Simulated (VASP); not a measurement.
Here is a VASP 6.6.1 calculation.

Contents of INCAR:

```
ALGO = Fast
EDIFF = 1E-7
ENCUT = 520
GGA = PS
ISIF = 2
ISMEAR = 0
LASPH = True
LCHARG = True
LELF = True
LREAL = False
LVHAR = True
LWAVE = False
NBANDS = 46
NELM = 100
PREC = Accurate
SIGMA = 0.1
```

Contents of KPOINTS:

```
k-points
0
Gamma
  8 8 8
```

POSCAR

```
AlCu3
1.0
    4.3426664598      0.0000000000      0.0000000000
    0.0000000000      5.3230540029      0.0000000000
    0.0000000000      0.0000000000      4.3653749016
Al Cu
2 6
Direct
    0.0000000000      0.0000000000      0.6724555397
    0.5000000000      0.5000000000      0.3275444603
    0.0000000000      0.5000000000      0.6752557969
    0.5000000000      0.0000000000      0.3247442031
    0.0000000000      0.2509560592      0.1713945963
    0.0000000000      0.7490439408      0.1713945963
    0.5000000000      0.2490439408      0.8286054037
    0.5000000000      0.7509560592      0.8286054037
```

Potentials or basis: VASP PAW PBE potentials, release 64 (Al, Cu).

The run is started by

```sh
$ cat potpaw_PBE.64/Al/POTCAR potpaw_PBE.64/Cu/POTCAR > POTCAR
$ mpirun -np 1 vasp_std > vasp.out
```

Problem. Predict the band gap on the k mesh.

Solution. Zero (bands 36 and 37 overlap by 3.97 eV).

Problem. Predict the pressure.

Solution. -6.9 GPa.

Problem. Predict the largest force.

Solution. 0.064 eV/Å.

Forces on the atoms (eV/Å):
```
Al   0.000  0.000  0.064
Al   0.000  0.000 -0.064
Cu   0.000  0.000  0.041
Cu   0.000  0.000 -0.041
Cu   0.000 -0.003  0.047
Cu   0.000  0.003  0.047
Cu   0.000  0.003 -0.047
Cu   0.000 -0.003 -0.047
```

Caveat: the cell differs from its parent crystal (biaxial strain in the a-b plane: +4.0 %); the stress differs along the axes, from -10 to -3 GPa; the PAW data sets were made with another functional, which shifts forces and pressure a little.
